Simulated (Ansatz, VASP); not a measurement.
# CdS: VASP beside Ansatz

```
Cd S
1.0
     3.89844    0.00000    0.00000
     0.00000    5.51149    0.00000
     0.00000    0.00000    3.89810
Cd S
2 2
Direct
  0.50000 0.50000 0.24303
  0.00000 0.00000 0.75697
  0.50000 0.00000 0.25516
  0.00000 0.50000 0.74484
```

Alike in both runs: task single point; functional BLYP; k mesh 6 × 4 × 6; no spin polarisation.

```csv
,VASP,Ansatz
version,VASP 6.6.1,Ansatz 0.2.0
potentials or method,"VASP PAW PBE potentials, release 64 (Cd, S)","plane waves, PAW"
plane-wave cutoff (eV),520,420
occupations,"gaussian, width 0.01 eV",fixed
valence electrons in the cell,36,52
```

Ansatz gave:

* gap on the k mesh at the Fermi level (eV): 0.15
* pressure (GPa): 3.8

Question: Estimate VASP's values.

Answer: gap on the k mesh at the Fermi level (eV): 0.17; pressure (GPa): 4.2.

VASP's potentials were made for PBE, not for BLYP. VASP's potentials hold 36 valence electrons a cell and Ansatz's 52, so a difference there can come from the potentials and not from the codes.
